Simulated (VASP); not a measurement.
# BeS (F-43m) in VASP: further runs

The runs below take BeS through single point, with r2SCAN, HSE06.

All numbers are computed with VASP 6.6.1; they aren't measurements. Logs are shortened: lines on timing, memory, paths and dates and some standing lists are left out, and cuts for length are marked.

**1. The cell of the first run**

It takes space group F-43m (No. 216, cubic). Conventional cell: a = 4.869 Å, b = 4.869 Å, c = 4.869 Å, α = 90.00°, β = 90.00°, γ = 90.00°. Within 2.8 Å of Be (site symmetry -43m) lie 4 S at 2.11 Å. S (site symmetry -43m) has 4 Be at 2.11 Å within 2.8 Å.

**2. Single point, r2SCAN**

The input, POSCAR:

```
BeS
1.0
    0.0000000000      2.4343066359      2.4343066359
    2.4343066359      0.0000000000      2.4343066359
    2.4343066359      2.4343066359      0.0000000000
Be S
1 1
Direct
    0.0000000000      0.0000000000      0.0000000000
    0.2500000000      0.2500000000      0.2500000000
```

The input, INCAR.step1:

```
ALGO = Normal
EDIFF = 1E-4
ENCUT = 520
GGA = PE
ISMEAR = 0
LASPH = True
LCHARG = False
LREAL = False
LWAVE = True
NBANDS = 11
NELM = 100
PREC = Accurate
SIGMA = 0.01
```

The input, INCAR.step2:

```
ALGO = Normal
EDIFF = 1E-6
ENCUT = 520
ISIF = 2
ISMEAR = 0
ISTART = 1
LASPH = True
LCHARG = True
LELF = True
LMIXTAU = True
LREAL = False
LVHAR = True
LWAVE = False
METAGGA = R2SCAN
NBANDS = 11
NELM = 100
PREC = Accurate
SIGMA = 0.01
```

The input, KPOINTS:

```
k-points
0
Gamma
  8 8 8
```

Potentials or basis: VASP PAW PBE potentials, release 64 (Be, S).

On the command line:

```sh
$ cat potpaw_PBE.64/Be/POTCAR potpaw_PBE.64/S/POTCAR > POTCAR
$ cp INCAR.step1 INCAR
$ mpirun -np 1 vasp_std > vasp.out
$ cp INCAR.step2 INCAR
$ mpirun -np 1 vasp_std > vasp.out
```

OUTCAR:

```text
EDIFF = 1E-6
   ENCUT = 520
   ISIF = 2
   ISMEAR = 0
   ISTART = 1
   LASPH = True
   LREAL = False
   METAGGA = R2SCAN
   NELM = 100
   PREC = Accurate

 ion  position               nearest neighbor table
   1  0.000  0.000  0.000-   2 2.11   2 2.11   2 2.11   2 2.11
   2  0.250  0.250  0.250-   1 2.11   1 2.11   1 2.11   1 2.11

  LATTYP: Found a face centered cubic cell.
 ALAT       =     4.8686132718

  Lattice vectors:

 A1 = (   0.0000000000,   2.4343066359,   2.4343066359)
 A2 = (   2.4343066359,   0.0000000000,   2.4343066359)
 A3 = (   2.4343066359,   2.4343066359,   0.0000000000)

Analysis of symmetry for initial positions (statically):
=====================================================================
 Subroutine PRICEL returns:
 Original cell was already a primitive cell.

 Routine SETGRP: Setting up the symmetry group for a
 face centered cubic supercell.

 Subroutine GETGRP returns: Found 24 space group operations
 (whereof 24 operations were pure point group operations)
 out of a pool of 48 trial point group operations.

The static configuration has the point symmetry T_d .

Analysis of symmetry for dynamics (positions and initial velocities):
=====================================================================
 Subroutine PRICEL returns:
 Original cell was already a primitive cell.

 Routine SETGRP: Setting up the symmetry group for a
 face centered cubic supercell.

 Subroutine GETGRP returns: Found 24 space group operations
 (whereof 24 operations were pure point group operations)
 out of a pool of 48 trial point group operations.

The dynamic configuration has the point symmetry T_d .

 Subroutine INISYM returns: Found 24 space group operations
 (whereof 24 operations are pure point group operations),
 and found     1 'primitive' translations

----------------------------------------------------------------------------------------

                                     Primitive cell

  volume of cell :      28.8507

  direct lattice vectors                    reciprocal lattice vectors
     0.000000000  2.434306636  2.434306636    -0.205397296  0.205397296  0.205397296
     2.434306636  0.000000000  2.434306636     0.205397296 -0.205397296  0.205397296
     2.434306636  2.434306636  0.000000000     0.205397296  0.205397296 -0.205397296

  length of vectors
     3.442629459  3.442629459  3.442629459     0.355758552  0.355758552  0.355758552

  position of ions in fractional coordinates (direct lattice)
     0.000000000  0.000000000  0.000000000
[... 81 lines left out ...]
   NSW    =      0    number of steps for IOM
   IBRION =     -1    ionic relax: 0-MD 1-quasi-New 2-CG
   NFREE  =      0    steps in history (QN), initial steepest desc. (CG)
   ISIF   =      2    stress and relaxation
   ISYM   =      2    0-nonsym 1-usesym 2-fastsym
   POTIM  = 0.5000    time-step for ionic-motion
   TEBEG  =    0.0;   TEEND  =   0.0 temperature during run
   PSTRESS=    0.0 pullay stress
   NELECT =       8.0000    total number of electrons
   NUPDOWN=      -1.0000    fix difference up-down
   EMIN   =  10.00;   EMAX   =-10.00  energy-range for DOS
   EFERMI =   0.00;   METHOD = LEGACY
   ISMEAR =     0;   SIGMA  =   0.01  broadening in eV -4-tet -1-fermi 0-gaus
   EFERMI_NEDOS =   21; number of points for ismear=-14 and -15
   IALGO  =     38    algorithm
   IMIX   =      4    mixing-type and parameters
     AMIX     =   0.40;   BMIX     =  1.00
     AMIX_MAG =   1.60;   BMIX_MAG =  1.00
  volume/ion in A,a.u.               =      14.43        97.35
  Fermi-wavevector in a.u.,A,eV,Ry     =   1.067545  2.017368 15.505913  1.139652
  Thomas-Fermi vector in A             =   2.203165
   LORBIT       =      0    0 simple, 1 ext, 2 COOP (PROOUT), +10 PAW based schemes
   METAGGA = R2SCAN    functional components
   LHFCALC =     F    Hartree Fock is set to
   AEXX    =    0.0000 exact exchange contribution
   IVDW    =     0    specifies the selected vdW correction
   LEPSILON=     F    determine dielectric tensor
   LRPA    =     F    only Hartree local field effects (RPA)
 non-spin polarized calculation
 Gauss-broadening in eV      SIGMA  =   0.01
  energy-cutoff  :      520.00
  volume of cell :       28.85
 maximum number of plane-waves:       791
 NGX is ok and might be reduce to    28
   NGX = 13   NGY = 13   NGZ = 13

 number of electron       7.9999999 magnetization

 Free energy of the ion-electron system (eV)
  ---------------------------------------------------
  ext. energy  EPLUGINS =         0.00000000
  ---------------------------------------------------
  free energy    TOTEN  =       -14.78653622 eV

  energy without entropy =      -14.78653622  energy(sigma->0) =      -14.78653622

 E-fermi :   3.9880     XC(G=0): -10.1335

 val. band max:        3.8485951090   @ k =   0.0000   0.0000   0.0000
 cond. band min:       7.4469890933   @ k =   0.5000   0.5000   0.0000
 fundamental gap:      3.5983939842
 Fermi energy:         3.9879544741

 k-point     1 :       0.0000    0.0000    0.0000
  band No.  band energies     occupation
      1     -10.3686      2.00000
      2       3.8486      2.00000
      3       3.8486      2.00000
      4       3.8486      2.00000
      5      10.1125      0.00000
      6      10.1125      0.00000
      7      10.1125      0.00000
      8      10.4333      0.00000
      9      17.2504      0.00000
     10      17.2504      0.00000
     11      19.6604      0.00000
[... 309 lines left out ...]
 k-point    24 :      -0.3750    0.2500    0.1250
  band No.  band energies     occupation
      1      -8.4403      2.00000
      2      -1.4890      2.00000
      3       1.0381      2.00000
      4       2.0020      2.00000
      5      10.4917      0.00000
      6      11.0366      0.00000
      7      13.6747      0.00000
      8      15.0507      0.00000
      9      16.1337      0.00000
     10      20.0368      0.00000
     11      20.7830      0.00000

 [... further k-points ...]
[... 5 lines left out ...]
  --------------------------------------------------------------------------------------
  -------------------------------------------------------------------------------------
  Total        0.0491079      0.0491079      0.0491079      0.0000000      0.0000000     -0.0000000
  in kB        2.7271308      2.7271308      2.7271308      0.0000000      0.0000000     -0.0000000
  external PRESSURE =       2.7271308 kB  Pullay stress =       0.0000000 kB

 VOLUME and BASIS-vectors are now :
 -----------------------------------------------------------------------------
  energy-cutoff  :      520.00
  volume of cell :       28.85
      direct lattice vectors                 reciprocal lattice vectors
     0.000000000  2.434306636  2.434306636    -0.205397296  0.205397296  0.205397296
     2.434306636  0.000000000  2.434306636     0.205397296 -0.205397296  0.205397296
     2.434306636  2.434306636  0.000000000     0.205397296  0.205397296 -0.205397296

 POSITION                                       TOTAL-FORCE (eV/Angst)
 -----------------------------------------------------------------------------------
      0.00000      0.00000      0.00000         0.000000      0.000000      0.000000
      1.21715      1.21715      1.21715        -0.000000     -0.000000     -0.000000
 -----------------------------------------------------------------------------------
    total drift:                                0.000000      0.000000      0.000000

  FREE ENERGIE OF THE ION-ELECTRON SYSTEM (eV)
  ---------------------------------------------------
  free  energy   TOTEN  =       -14.7865362197 eV

  energy  without entropy=      -14.7865362197  energy(sigma->0) =      -14.78653622
```

OSZICAR.step1:

```text
N       E                     dE             d eps       ncg     rms          rms(c)
DAV:   1     0.202841856657E+02    0.20284E+02   -0.38245E+03   638   0.618E+02
DAV:   2    -0.897118922621E+01   -0.29255E+02   -0.28141E+02   835   0.117E+02
DAV:   3    -0.101756166443E+02   -0.12044E+01   -0.12022E+01   836   0.233E+01
DAV:   4    -0.101820604500E+02   -0.64438E-02   -0.64428E-02   781   0.195E+00
DAV:   5    -0.101821181426E+02   -0.57693E-04   -0.57692E-04   858   0.187E-01    0.558E+00
DAV:   6    -0.100506239771E+02    0.13149E+00   -0.11810E-01   740   0.163E+00    0.380E+00
DAV:   7    -0.100117437068E+02    0.38880E-01   -0.11402E-01   803   0.177E+00    0.101E+00
DAV:   8    -0.100129779374E+02   -0.12342E-02   -0.65158E-03   821   0.411E-01    0.141E-01
DAV:   9    -0.100130707509E+02   -0.92814E-04   -0.50729E-04   803   0.142E-01
   1 F= -.10013071E+02 E0= -.10013071E+02  d E =-.346446E-30
```

It took 74 s on 1 thread of Intel Xeon 8259CL, shared host; peak memory 0.16 GiB.

Results:

| Quantity | Value |
| --- | --- |
| Free energy | -14.7865 eV |
| Pressure | 0.3 GPa |
| Band gap on the k mesh | 3.60 eV (least direct gap 6.26 eV) |

Levels at points of the mesh, in eV from the valence-band top:
```tsv
k point	band 1	band 2	band 3	band 4	band 5	band 6	band 7	band 8
(0.00, 0.00, 0.00)	-14.22	0.00	0.00	0.00	6.26	6.26	6.26	6.58
(0.50, 0.00, 0.00)	-12.57	-5.88	-1.04	-1.04	6.06	7.14	7.14	12.00
(0.50, 0.50, 0.00)	-12.01	-5.13	-2.67	-2.67	3.60	5.39	13.77	13.77
```

Caveat: the PAW data sets were made with another functional, which shifts forces and pressure a little.

[end of part 1 of 2]
